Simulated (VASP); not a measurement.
Set up this calculation in VASP 6.6.1, as the native input.

* Task: relaxation of the atoms
* Functional: PBE
* Potentials or basis: VASP PAW PBE potentials, release 64 (Nb_sv, N)
* Cutoff: 520 eV
* k mesh: 18 × 18 × 18
* Occupations: fermi-dirac, width 0.05 eV
* Spin: collinear spin
* Starting moments: [2.0, 0.0] μB
* Dipole correction: no
* Further INCAR settings: ALGO = Normal; EDIFF = 1e-07; IBRION = 2; EDIFFG = -0.02; NSW = 80

The structure of NbN lies in POSCAR:

```
NbN
1.0
    0.0000000000      2.1648409588      2.1648409588
    2.1648409588      0.0000000000      2.1648409588
    2.1648409588      2.1648409588      0.0000000000
Nb N
1 1
Direct
    0.5000000000      0.5000000000      0.5000000000
    0.0000000000      0.0000000000      0.0000000000
```

These files were run (other wordings do the same):

INCAR

```
SYSTEM = NbN
ALGO = Normal
EDIFF = 1E-7
EDIFFG = -0.02
ENCUT = 520
GGA = PE
GGA_COMPAT = .False.
IBRION = 2
ISIF = 2
ISMEAR = -1
ISPIN = 2
KPAR = 4
LASPH = .True.
LCHARG = .False.
LMAXMIX = 4
LORBIT = 11
LREAL = .False.
LWAVE = .False.
MAGMOM = 2 0
NELM = 200
NELMIN = 4
NSW = 80
PREC = Accurate
SIGMA = 0.05
```

KPOINTS

```
k-points
0
Gamma
  18 18 18
  0 0 0
```

Potentials or basis: VASP PAW PBE potentials, release 64 (Nb_sv, N).

Run with:

```sh
$ cat potpaw_PBE.64/Nb_sv/POTCAR potpaw_PBE.64/N/POTCAR > POTCAR
$ mpirun -np 4 vasp_std > vasp.out
```

It gave:

```json
{
  "Pressure after relaxing": "21.5 GPa",
  "Band gap on the k mesh": "zero (filled and empty bands overlap)",
  "Net moment": "0.00 μB per cell",
  "Valence electrons inside the program's atomic spheres": "Nb 10.72; N 3.79"
}
```

Caveat: the relaxation stopped at its first step, so nothing moved.

It took 66 s on 4 MPI ranks on Oxide Virtual Turin-like Processor, on a shared host, peak memory 0.19 GiB a rank.
